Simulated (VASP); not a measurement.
# Rb (P6_3/mmc) in VASP: further runs, part 2 of 2

VASP 6.6.1. The steps go on from the part before.

**4. Single point, PBE (strained)**

The input, INCAR:

```
SYSTEM = Rb
PREC = Accurate
ENCUT = 520
EDIFF = 1E-6
ISMEAR = 0
SIGMA = 0.1
LREAL = .FALSE.
LASPH = .TRUE.
NELM = 80
ALGO = Fast
ISIF = 2
LWAVE = .FALSE.
LCHARG = .FALSE.
GGA = PE
NBANDS = 16
```

The input, KPOINTS:

```
regular mesh
0
G
  9 9 6
  0 0 0
```

The input, POSCAR:

```
Rb
1.0
    5.2534210565      0.0000000000      0.0000000000
   -2.6267105283      4.5495960917      0.0000000000
    0.0000000000      0.0000000000      8.9694333420
Rb
2
Direct
    0.3333333300      0.6666666700      0.2500000000
    0.6666666700      0.3333333300      0.7500000000
```

Potentials or basis: VASP PAW PBE potentials, release 64 (Rb_sv).

Run with:

```bash
> cat potpaw_PBE.64/Rb_sv/POTCAR > POTCAR
> mpirun -np 1 vasp_std > vasp.out
```

OUTCAR:

```text
SYSTEM = Rb
   PREC = Accurate
   ENCUT = 520
   EDIFF = 1E-6
   ISMEAR = 0
   LREAL = .FALSE.
   LASPH = .TRUE.
   NELM = 80
   ISIF = 2
   GGA = PE

 ion  position               nearest neighbor table
   1  0.333  0.667  0.250-   2 5.41   2 5.41   2 5.41   2 5.41   2 5.41   2 5.41
   2  0.667  0.333  0.750-   1 5.41   1 5.41   1 5.41   1 5.41   1 5.41   1 5.41

  LATTYP: Found a hexagonal cell.
 ALAT       =     5.2534210565
 C/A-ratio  =     1.7073509330

  Lattice vectors:

 A1 = (   5.2534210565,   0.0000000000,   0.0000000000)
 A2 = (  -2.6267105283,   4.5495960917,   0.0000000000)
 A3 = (   0.0000000000,   0.0000000000,   8.9694333420)

Analysis of symmetry for initial positions (statically):
=====================================================================
 Subroutine PRICEL returns:
 Original cell was already a primitive cell.

 Routine SETGRP: Setting up the symmetry group for a
 hexagonal supercell.

 Subroutine GETGRP returns: Found 24 space group operations
 (whereof 12 operations were pure point group operations)
 out of a pool of 24 trial point group operations.

The static configuration has the point symmetry D_3d.
 The point group associated with its full space group is D_6h.

Analysis of symmetry for dynamics (positions and initial velocities):
=====================================================================
 Subroutine PRICEL returns:
 Original cell was already a primitive cell.

 Routine SETGRP: Setting up the symmetry group for a
 hexagonal supercell.

 Subroutine GETGRP returns: Found 24 space group operations
 (whereof 12 operations were pure point group operations)
 out of a pool of 24 trial point group operations.

The dynamic configuration has the point symmetry D_3d.
 The point group associated with its full space group is D_6h.

 Subroutine INISYM returns: Found 24 space group operations
 (whereof 12 operations are pure point group operations),
 and found     1 'primitive' translations

[... 115 lines left out ...]
  volume/ion in A,a.u.               =     107.19       723.35
  Fermi-wavevector in a.u.,A,eV,Ry     =   0.716868  1.354683  6.992023  0.513899
  Thomas-Fermi vector in A             =   1.805400
   LORBIT       =      0    0 simple, 1 ext, 2 COOP (PROOUT), +10 PAW based schemes
   GGA     = PE    functional components
   LHFCALC =     F    Hartree Fock is set to
   AEXX    =    0.0000 exact exchange contribution
   IVDW    =     0    specifies the selected vdW correction
   LEPSILON=     F    determine dielectric tensor
   LRPA    =     F    only Hartree local field effects (RPA)
 non-spin polarized calculation
 RMM-DIIS sequential band-by-band and
 Gauss-broadening in eV      SIGMA  =   0.10
  energy-cutoff  :      520.00
  volume of cell :      214.38
 maximum number of plane-waves:      5805
 NGX is ok and might be reduce to    40
   NGX = 19   NGY = 19   NGZ = 33

 number of electron      18.0000000 magnetization

 Free energy of the ion-electron system (eV)
  ---------------------------------------------------
  ext. energy  EPLUGINS =         0.00000000
  ---------------------------------------------------
  free energy    TOTEN  =        -1.84112467 eV

  energy without entropy =       -1.83080160  energy(sigma->0) =       -1.83596314

 E-fermi :  -0.3162     XC(G=0):  -5.0870

 val. band max:       -0.3677061542   @ k =   0.1111   0.1111   0.1667
 cond. band min:      -0.3066349675   @ k =   0.4444  -0.0000   0.3333
 fundamental gap:      0.0610711868
 Fermi energy:        -0.3161853742

 k-point     1 :       0.0000    0.0000    0.0000
  band No.  band energies     occupation
      1     -29.3200      2.00000
      2     -29.3187      2.00000
      3     -13.4211      2.00000
      4     -13.3790      2.00000
      5     -13.3790      2.00000
      6     -13.3758      2.00000
[... 433 lines left out ...]
      3     -13.4136      2.00000
      4     -13.4106      2.00000
      5     -13.4106      2.00000
      6     -13.4031      2.00000
[... 8 lines left out ...]
     15       2.2785      0.00000
     16       2.9912      0.00000

 [... further k-points ...]

------------------------ aborting loop because EDIFF is reached ----------------------------------------

  FORCE on cell =-STRESS in cart. coord.  units (eV):
  Direction    XX          YY          ZZ          XY          YZ          ZX
  --------------------------------------------------------------------------------------
  -------------------------------------------------------------------------------------
  Total       -0.4077688     -0.4077688     -0.4952302      0.0000000      0.0000000      0.0000000
  in kB       -3.0475057     -3.0475057     -3.7011583      0.0000000      0.0000000      0.0000000
  external PRESSURE =      -3.2653899 kB  Pullay stress =       0.0000000 kB

 VOLUME and BASIS-vectors are now :
 -----------------------------------------------------------------------------
  energy-cutoff  :      520.00
  volume of cell :      214.38
      direct lattice vectors                 reciprocal lattice vectors
     5.253421056  0.000000000  0.000000000     0.190352151  0.109899866  0.000000000
    -2.626710528  4.549596092  0.000000000     0.000000000  0.219799732  0.000000000
     0.000000000  0.000000000  8.969433342     0.000000000  0.000000000  0.111489763

 POSITION                                       TOTAL-FORCE (eV/Angst)
 -----------------------------------------------------------------------------------
     -0.00000      3.03306      2.24236         0.000000     -0.000000      0.000000
      2.62671      1.51653      6.72708        -0.000000      0.000000      0.000000
 -----------------------------------------------------------------------------------
    total drift:                               -0.000006      0.000003     -0.000000

  FREE ENERGIE OF THE ION-ELECTRON SYSTEM (eV)
  ---------------------------------------------------
  free  energy   TOTEN  =        -1.8411246725 eV

  energy  without entropy=       -1.8308016014  energy(sigma->0) =       -1.83596314
```

OSZICAR:

```text
N       E                     dE             d eps       ncg     rms          rms(c)
DAV:   1     0.120367018713E+03    0.12037E+03   -0.66725E+03  1544   0.830E+02
DAV:   2     0.116952084552E+02   -0.10867E+03   -0.10448E+03  2104   0.179E+02
DAV:   3    -0.724796272211E+00   -0.12420E+02   -0.12362E+02  2136   0.600E+01
DAV:   4    -0.182906850289E+01   -0.11043E+01   -0.11038E+01  2648   0.126E+01
DAV:   5    -0.183595692019E+01   -0.68884E-02   -0.68880E-02  2176   0.114E+00    0.138E+00
RMM:   6    -0.183826620149E+01   -0.23093E-02   -0.30583E-03  1606   0.331E-01    0.828E-01
RMM:   7    -0.184080466135E+01   -0.25385E-02   -0.66886E-03  1670   0.452E-01    0.623E-02
RMM:   8    -0.184111138662E+01   -0.30673E-03   -0.52597E-04  1951   0.126E-01    0.108E-02
RMM:   9    -0.184112069260E+01   -0.93060E-05   -0.10861E-04  2420   0.423E-02    0.981E-03
RMM:  10    -0.184112350206E+01   -0.28095E-05   -0.23802E-05  2514   0.194E-02    0.655E-03
RMM:  11    -0.184112462756E+01   -0.11255E-05   -0.46198E-06  1977   0.105E-02    0.392E-03
RMM:  12    -0.184112467255E+01   -0.44992E-07   -0.21182E-06  1842   0.583E-03
   1 F= -.18411247E+01 E0= -.18359631E+01  d E =-.103231E-01
```

Run time: 4.4 min. Hardware: 1 thread of Intel Xeon 8259CL, shared host; peak memory 0.38 GiB.

Results:

| Item | Value |
| --- | --- |
| Free energy | -1.8411 eV |
| Pressure | -0.3 GPa |
| Band gap on the k mesh | zero (bands 9 and 10 overlap by 2.29 eV) |

Caveat: the cell differs from its parent crystal (strained).

**5. The runs side by side**

```tsv
cell	further INCAR settings	gap on the mesh (eV)	pressure (GPa)
a = 4.934, b = 4.934, c = 8.947 Å, angles 90.0, 90.0, 120.0°, 2 atoms	ALGO = Fast; EDIFF = 1e-06; NBANDS = 16	none	-0.1
a = 5.272, b = 5.272, c = 8.494 Å, angles 90.0, 90.0, 120.0°, 2 atoms	ALGO = Fast; EDIFF = 1e-07; NBANDS = 16	none	-0.3
a = 5.253, b = 5.253, c = 8.969 Å, angles 90.0, 90.0, 120.0°, 2 atoms	ALGO = Fast; EDIFF = 1e-06; NBANDS = 16	none	-0.3
```

Alike in all rows: task single point; level PBE; potentials or basis VASP PAW PBE potentials, release 64 (Rb_sv); no spin polarisation; k mesh 9 × 9 × 6; cutoff (eV) 520; smearing gaussian 0.1 eV.

Absolute energies hang on the potentials; compare differences alone.
